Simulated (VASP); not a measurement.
Wanted: the native input for a VASP 6.6.1 run.

```
Task                   : single point
Functional             : LDA
Potentials or basis    : VASP PAW LDA potentials, release 64 (Co, B, Y_sv)
Cutoff                 : 520 eV
k mesh                 : 7 × 7 × 7
Occupations            : fermi-dirac, width 0.1086 eV
Spin                   : no spin polarisation
Dipole correction      : no
Further INCAR settings : ALGO = Normal; EDIFF = 1e-06; NBANDS = 26
```

The structure of YCo2B2 lies in POSCAR:

```
YCo2B2
1.0
   -1.8013437000      1.8013437000      4.7169623200
    1.8013437000     -1.8013437000      4.7169623200
    1.8013437000      1.8013437000     -4.7169623200
Co B Y
2 2 1
Direct
    0.7500000000      0.2500000000      0.5000000000
    0.2500000000      0.7500000000      0.5000000000
    0.3780000000      0.3780000000      0.0000000000
    0.6220000000      0.6220000000      0.0000000000
    0.0000000000      0.0000000000      0.0000000000
```

These files were run (other wordings do the same):

INCAR

```
PREC     = Accurate       # precision mode
ENCUT    = 520            # plane-wave cutoff, eV
EDIFF    = 1E-6           # SCF threshold, eV
ISMEAR   = -1             # smearing method
SIGMA    = 0.1086         # smearing width, eV
LREAL    = F              # projectors in reciprocal space
LASPH    = T              # aspherical terms in the spheres
NELM     = 100            # most SCF steps
ALGO     = Normal         # electronic algorithm
ISIF     = 2              # what is computed and relaxed
LWAVE    = F              # write WAVECAR
LCHARG   = F              # write CHGCAR
GGA      = CA             # functional
NBANDS   = 26             # bands
```

KPOINTS

```
Automatic mesh
0
Gamma
  7 7 7
```

Potentials or basis: VASP PAW LDA potentials, release 64 (Co, B, Y_sv).

The run is started by

```bash
$ cat potpaw_LDA.64/Co/POTCAR potpaw_LDA.64/B/POTCAR potpaw_LDA.64/Y_sv/POTCAR > POTCAR
$ mpirun -np 1 vasp_std > vasp.out
```

Results of the run:

```json
{"Pressure": "-23.7 GPa", "Largest force": "1.626 eV/Å", "Band gap on the k mesh": "zero (an odd number of electrons rules out a gap without spin polarisation)"}
```

Caveat: the cell stands under tension; the run has no spin polarisation, though such a crystal can be magnetic; forces of over 1 eV/Å act on the atoms, so gaps and moduli don't describe the material at rest.

It took 81 s on 1 thread of Intel(R) Xeon(R) 6975P-C (Granite Rapids), on a shared host, peak memory 0.25 GiB.
